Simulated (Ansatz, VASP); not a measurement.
One calculation of MoS2, two programs

INCAR

```
SYSTEM = MoS2
PREC = Accurate
ENCUT = 520
EDIFF = 1E-7
ISMEAR = -1
SIGMA = 0.05
LREAL = .FALSE.
LASPH = .TRUE.
NELM = 100
ALGO = Normal
ISIF = 2
LWAVE = .FALSE.
LCHARG = .FALSE.
GGA = RE
NBANDS = 20
```

KPOINTS

```
regular mesh
0
G
  10 10 10
  0 0 0
```

File POSCAR:

```
MoS2
1.0
    1.5800000000      0.9122134253      6.1500000000
   -1.5800000000      0.9122134253      6.1500000000
    0.0000000000     -1.8244268506      6.1500000000
Mo S
1 2
Direct
    0.0000000000      0.0000000000      0.0000000000
    0.4170000000      0.4170000000      0.4170000000
    0.2500000000      0.2500000000      0.2500000000
```

input.yaml

```yaml
crystal:
  lattice:
    - [1.58, 0.9122134253, 6.15]
    - [-1.58, 0.9122134253, 6.15]
    - [0.0, -1.8244268506, 6.15]
  atoms:
    - { symbol: Mo, position: [0.0, 0.0, 0.0] }
    - { symbol: S, position: [0.417, 0.417, 0.417] }
    - { symbol: S, position: [0.25, 0.25, 0.25] }
hamiltonian:
  xc: revpbe
  pseudopotentials: { kind: paw }
kpoints:
  mp_grid: { grid: [10, 10, 10] }
  band_path:
    path:
      - [[0.0, 0.0, 0.0], [0.5, 0.0, 0.0], [0.5, 0.181334009, -0.181334009]]
      - [[0.818665991, 0.5, 0.181334009], [0.5, 0.5, 0.5], [0.0, 0.0, 0.0], [0.3406670045, 0.0, -0.3406670045]]
      - [[0.6593329955, 0.3406670045, 0.0], [0.5, 0.5, 0.0], [0.6593329955, 0.6593329955, 0.181334009], [0.5, 0.5, 0.5]]
      - [[0.5, 0.0, 0.0], [0.818665991, 0.3406670045, 0.3406670045]]
    npoints: 14
scf:
  occupations: { method: fermi_dirac, width: 0.05 }
  n_extra_bands: 7
output:
  forces: true
  stress: true
  eigenvalues: true
  fatbands: true
  write_density: true
  write_potential: true
  elf: true
  volumetric_format: npy
```

Alike in both runs: functional revPBE; k mesh 10 × 10 × 10; occupations fermi-dirac, width 0.05 eV; no spin polarisation.

|  | VASP | Ansatz |
| --- | --- | --- |
| version | VASP 6.6.1 | Ansatz 0.2.0 |
| potentials or method | VASP PAW PBE potentials, release 64 (Mo_sv, S) | Ansatz PAW |
| plane-wave cutoff (eV) | 520 | 420 |
| valence electrons in the cell | 26 | 26 |
| task | single point | band structure |

```csv
,VASP,Ansatz,Ansatz less VASP
gap on the k mesh at the Fermi level (eV),1.00,0.99,-0.017
least direct gap on the mesh (eV),1.96,1.96,-0.004
pressure (GPa),7.1,7.3,+0.22
"traceless stress, the component that is largest in VASP (GPa)",1.62,1.67,+0.052
rms of the force components (eV/Å),0.240,0.251,+0.0110
```

VASP's potentials were made for PBE, not for revPBE. Atom by atom the forces differ by 0.011 eV/Å (rms over components).

Noted on Ansatz's run: the k mesh misses the band edges, so the gap on the mesh is wider than the one along the path.
